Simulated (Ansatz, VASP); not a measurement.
**Two plane-wave programs on BaF2**

```
Ba F
1.0
     0.00000    3.15832    3.15832
     3.15832    0.00000    3.15832
     3.15832    3.15832    0.00000
Ba F
1 2
Direct
  0.00000 0.00000 0.00000
  0.25000 0.25000 0.25000
  0.75000 0.75000 0.75000
```

Alike in both runs: functional r2SCAN; k mesh 8 × 8 × 8; occupations fermi-dirac, width 0.02 eV; no spin polarisation.

Ansatz relaxed the structure, and its values are those at the end. VASP's run is a single point on that final structure, the one shown.

|  | VASP | Ansatz |
| --- | --- | --- |
| version | VASP 6.6.1 | Ansatz 0.2.0 |
| potentials or method | VASP PAW PBE potentials, release 64 (Ba_sv, F), cutoff 660 eV | PAW plane waves |
| valence electrons in the cell | 24 | 24 |

VASP gave:

```
gap on the k mesh at the Fermi level (eV) : 7.10
pressure (GPa)                            : -2.4
```

Question: What did Ansatz give for the same quantities?

Answer: gap on the k mesh at the Fermi level (eV): 7.17; pressure (GPa): -3.1.

VASP's potentials were made for PBE, not for r2SCAN. Ansatz's warnings: stress scf threshold loose.

Spin-orbit coupling is off throughout.
